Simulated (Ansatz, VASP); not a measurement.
## Two plane-wave programs on Ca

```xyz
1
Lattice="0.0000 2.7942 2.7942 2.9199 0.0000 2.7942 2.9199 2.7942 0.0000" Properties=species:S:1:pos:R:3 pbc="T T T"
Ca    0.0000    0.0000    0.0000
```

Change from the starting cell: strain +0.0450 x Voigt [1, 0, 0, 0, 0, 0], atoms carried along.

Alike in both runs: task single point; functional PBE; k mesh 14 × 14 × 14; occupations gaussian, width 0.15 eV; no spin polarisation.

|  | VASP | Ansatz |
| --- | --- | --- |
| version | VASP 6.6.1 | Ansatz 0.2.0 |
| potentials or method | VASP PAW PBE potentials, release 64 (Ca_sv), cutoff 520 eV | scalar-relativistic, plane waves, PAW |
| valence electrons in the cell | 10 | 10 |

```csv
,VASP,Ansatz,Ansatz less VASP
gap on the k mesh at the Fermi level (eV),none,none,-
pressure (GPa),-1.2,-1.2,-0.02
"traceless stress, the component that is largest in VASP (GPa)",-0.27,-0.27,+0.001
```

A gap of «none» marks a metal or a gap that the smearing closes.
